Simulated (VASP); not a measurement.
Input of a VASP 6.6.1 run:

File INCAR:

```
PREC = Accurate
ENCUT = 520
EDIFF = 1E-6
ISMEAR = -1
SIGMA = 0.15
LREAL = Auto
LASPH = T
NELM = 60
ALGO = Normal
ISIF = 2
LWAVE = F
LCHARG = F
GGA = PE
NBANDS = 47
```

File KPOINTS:

```
regular mesh
0
Gamma
  3 2 1
```

The input POSCAR:

```
Al18HCl
1.0
    5.7275650000      0.0000000000      0.0000000000
    4.2956740000      7.4403250000      0.0000000000
    0.0000000000      0.0000000000     18.6765370000
Al Cl H
18 1 1
Direct
    0.1666684695      0.1111107378      0.0535431167
    0.6666715249      0.1111107378      0.0535431167
    0.1666708227      0.4444429511      0.0535431167
    0.6666738781      0.4444429511      0.0535431167
    0.1666731759      0.7777751644      0.0535431167
    0.6666762313      0.7777751644      0.0535431167
   -0.1707306481      0.2243584790      0.1525122136
    0.3411218424      0.2137272229      0.1653090185
   -0.1557192619      0.5565348288      0.1757338633
    0.3385788653      0.6020167130      0.1340344840
   -0.2011134895      0.9056996838      0.1674882233
    0.3991223642      0.9004176565      0.1384357282
    0.2326599625     -0.2426103698      0.2455433788
    0.4703685054     -0.0099323618      0.2876282686
    0.0656819715      0.3975632785      0.3106892889
    0.3952759153      0.4624260365      0.2497143876
   -0.1476015099      0.7589722223      0.3282407226
    0.6594569801      0.5535376479      0.3462579813
    0.9385237443      0.1845215095      0.2620882019
    0.1081410315     -0.3122175443      0.3679643608
```

Potentials or basis: VASP PAW PBE potentials, release 64 (Al, Cl, H).

The run is started by

```bash
$ cat potpaw_PBE.64/Al/POTCAR potpaw_PBE.64/Cl/POTCAR potpaw_PBE.64/H/POTCAR > POTCAR
$ mpirun -np 1 vasp_std > vasp.out
```

(1) Estimate the band gap on the k mesh.

(2) Predict the largest force.

Answers

(1) zero (band 31 reaches 0.93 eV, above the bottom of band 32 at 0.64 eV).

(2) 8.249 eV/Å.

Caveat: the k points lie up to 0.42 Å⁻¹ apart.
